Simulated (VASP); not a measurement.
# CsMoO4 (F-43m) in VASP: notebook, part 2 of 2

VASP 6.6.1. Earlier steps stand in the parts before.

## (3) Relaxation of volume and atoms at fixed shape, LDA

This run uses another cell than the first one, of 24.63 Å³/atom.

INCAR

```
PREC = Accurate
ENCUT = 600
EDIFF = 1E-6
ISMEAR = 1
SIGMA = 0.02
LREAL = F
LASPH = T
NELM = 60
ALGO = Normal
ISIF = 8
LWAVE = F
LCHARG = F
IBRION = 2
NSW = 80
EDIFFG = -0.03
```

KPOINTS

```
Automatic mesh
0
Gamma
  5 5 5
```

POSCAR

```
CsMoO4
1.0
    0.0000000000      4.1960310000      4.1960310000
    4.1960310000      0.0000000000      4.1960310000
    4.1960310000      4.1960310000      0.0000000000
Cs Mo O
1 1 4
Direct
    0.7500000000      0.7500000000      0.7500000000
    0.2500000000      0.2500000000      0.2500000000
    0.8863670000      0.3712110000      0.3712110000
    0.3712110000      0.3712110000      0.8863670000
    0.3712110000      0.8863670000      0.3712110000
    0.3712110000      0.3712110000      0.3712110000
```

Potentials or basis: VASP PAW LDA potentials, release 64 (Cs_sv, Mo_sv, O).

Launch:

```
> cat potpaw_LDA.64/Cs_sv/POTCAR potpaw_LDA.64/Mo_sv/POTCAR potpaw_LDA.64/O/POTCAR > POTCAR
> mpirun -np 1 vasp_std > vasp.out
```

OUTCAR:

```text
PREC = Accurate
   ENCUT = 600
   EDIFF = 1E-6
   ISMEAR = 1
   LREAL = F
   LASPH = T
   NELM = 60
   ISIF = 8
   IBRION = 2
   NSW = 80
   EDIFFG = -0.03

 ion  position               nearest neighbor table
   1  0.750  0.750  0.750-
   2  0.250  0.250  0.250-   3 1.76   4 1.76   5 1.76   6 1.76
   3  0.886  0.371  0.371-   2 1.76
   4  0.371  0.371  0.886-   2 1.76
   5  0.371  0.886  0.371-   2 1.76
   6  0.371  0.371  0.371-   2 1.76

  LATTYP: Found a face centered cubic cell.
 ALAT       =     8.3920620000

  Lattice vectors:

 A1 = (   0.0000000000,   4.1960310000,   4.1960310000)
 A2 = (   4.1960310000,   0.0000000000,   4.1960310000)
 A3 = (   4.1960310000,   4.1960310000,   0.0000000000)

Analysis of symmetry for initial positions (statically):
=====================================================================
[... 281 lines left out ...]

  energy  without entropy=      -44.7262965395  energy(sigma->0) =      -44.72723888

[... ionic steps 4 to 8 ...]

--------------------------------------- Ionic step        9  -------------------------------------------

 number of electron      46.9999997 magnetization

------------------------ aborting loop because EDIFF is reached ----------------------------------------
[... 75 lines left out ...]
--------------------------------------- Ionic step       11  -------------------------------------------

 number of electron      46.9999996 magnetization

 Free energy of the ion-electron system (eV)
  ---------------------------------------------------
  ext. energy  EPLUGINS =         0.00000000
  ---------------------------------------------------
  free energy    TOTEN  =       -44.82092252 eV

  energy without entropy =      -44.82005678  energy(sigma->0) =      -44.82063394

 E-fermi :  -0.8613     XC(G=0):  -8.9567

 val. band max:       -0.8686953710   @ k =  -0.4000   0.2000   0.0000
 cond. band min:      -0.8470415751   @ k =   0.4000   0.2000   0.0000
 fundamental gap:      0.0216537959
 Fermi energy:        -0.8612910387

 k-point     1 :       0.0000    0.0000    0.0000
  band No.  band energies     occupation
      1     -60.5692      2.00000
      2     -35.1787      2.00000
      3     -35.1787      2.00000
      4     -35.1787      2.00000
      5     -19.1824      2.00000
      6     -16.7191      2.00000
[... 332 lines left out ...]
  FREE ENERGIE OF THE ION-ELECTRON SYSTEM (eV)
  ---------------------------------------------------
  free  energy   TOTEN  =       -44.8209225188 eV

  energy  without entropy=      -44.8200567821  energy(sigma->0) =      -44.82063394

 reached required accuracy - stopping structural energy minimisation
```

OSZICAR:

```text
N       E                     dE             d eps       ncg     rms          rms(c)
DAV:   1     0.417413317798E+03    0.41741E+03   -0.26834E+04   640   0.167E+03
DAV:   2    -0.230984957058E+02   -0.44051E+03   -0.43265E+03   748   0.378E+02
DAV:   3    -0.528320485753E+02   -0.29734E+02   -0.29523E+02   640   0.102E+02
[... 106 lines left out ...]
DAV:   3    -0.448209507995E+02    0.21393E-03   -0.96650E-04   624   0.172E-01    0.121E-01
DAV:   4    -0.448209358523E+02    0.14947E-04   -0.17146E-04   760   0.115E-01    0.151E-01
DAV:   5    -0.448209239376E+02    0.11915E-04   -0.64325E-05   616   0.557E-02    0.147E-02
DAV:   6    -0.448209225910E+02    0.13466E-05   -0.14665E-05   612   0.240E-02    0.774E-03
DAV:   7    -0.448209225188E+02    0.72196E-07   -0.81027E-07   332   0.563E-03
  11 F= -.44820923E+02 E0= -.44820634E+02  d E =-.530924E-03
```

CONTCAR:

```text
CsMoO4
   1.00000000000000
     0.0000000000000000    3.9477621046198061    3.9477621046198061
     3.9477621046198061    0.0000000000000000    3.9477621046198061
     3.9477621046198061    3.9477621046198061    0.0000000000000000
  Cs              Mo              O
     1     1     4
Direct
     0.7500000000000000    0.7500000000000000    0.7500000000000000
     0.2500000000000000    0.2500000000000000    0.2500000000000000
     0.8625894821206671    0.3791368392931133    0.3791368392931133
     0.3791368392931133    0.3791368392931133    0.8625894821206671
     0.3791368392931133    0.8625894821206671    0.3791368392931133
     0.3791368392931133    0.3791368392931133    0.3791368392931133

  0.00000000E+00  0.00000000E+00  0.00000000E+00
  0.00000000E+00  0.00000000E+00  0.00000000E+00
  0.00000000E+00  0.00000000E+00  0.00000000E+00
  0.00000000E+00  0.00000000E+00  0.00000000E+00
  0.00000000E+00  0.00000000E+00  0.00000000E+00
  0.00000000E+00  0.00000000E+00  0.00000000E+00
```

Run time: 6 min. Hardware: 1 thread of Intel Xeon Platinum 8259CL at 2.50GHz (Skylake/Cascade Lake), shared host; peak memory 0.3 GiB.

Results:

* Free energy: -44.8209 eV
* Relaxed volume: 20.51 Å³/atom
* Relaxed cell: a = 5.583 Å, b = 5.583 Å, c = 5.583 Å, α = 60.00°, β = 60.00°, γ = 60.00°
* Space group after relaxing (to 0.1 Å): F-43m (No. 216)
* Energy gained by relaxing: 37.7 meV/atom
* Ionic steps: 11
* Pressure after relaxing: 0.0 GPa
* Band gap on the k mesh: zero (an odd number of electrons rules out a gap without spin polarisation)

Step by step:
```csv
step,energy change (eV),largest force (eV/Å),pressure (GPa),volume (Å³)
1,0.0000,0.4327,-1.06,147.76
2,-0.0530,0.0984,-1.80,144.30
3,-0.1330,0.6942,-3.47,135.54
4,-0.1498,0.6173,-3.16,134.30
5,-0.1911,0.3824,-2.16,130.64
6,-0.2257,0.1008,0.24,123.51
7,-0.2257,0.0868,0.14,123.74
8,-0.2259,0.0646,0.10,123.57
9,-0.2261,0.0310,0.04,123.30
10,-0.2261,0.0365,-0.06,122.77
11,-0.2262,0.0014,0.02,123.05
```

Final structure:
```yaml
crystal:
  lattice:
    - [0.00000, 3.94776, 3.94776]
    - [3.94776, 0.00000, 3.94776]
    - [3.94776, 3.94776, 0.00000]
  atoms:
    - { symbol: Cs, position: [0.75000, 0.75000, 0.75000] }
    - { symbol: Mo, position: [0.25000, 0.25000, 0.25000] }
    - { symbol: O, position: [0.86259, 0.37914, 0.37914] }
    - { symbol: O, position: [0.37914, 0.37914, 0.86259] }
    - { symbol: O, position: [0.37914, 0.86259, 0.37914] }
    - { symbol: O, position: [0.37914, 0.37914, 0.37914] }
```

Levels at points of the mesh, in eV from the Fermi level:
| k point | band 19 | band 20 | band 21 | band 22 | band 23 | band 24 | band 25 | band 26 | band 27 | band 28 |
| --- | --- | --- | --- | --- | --- | --- | --- | --- | --- | --- |
| (0.00, 0.00, 0.00) | -1.05 | -1.05 | -1.05 | 0.06 | 0.06 | 0.06 | 4.68 | 4.68 | 4.81 | 6.94 |

Caveat: the volume moved by over 15 % at a fixed basis, so the end points are rough; spin-orbit coupling is left out, which moves the levels of the heavy elements; an odd number of electrons without spin polarisation forces a metal; a magnetic or distorted state may lie lower.

The gap in the log of VASP goes by the Fermi energy; the results here count the filled bands.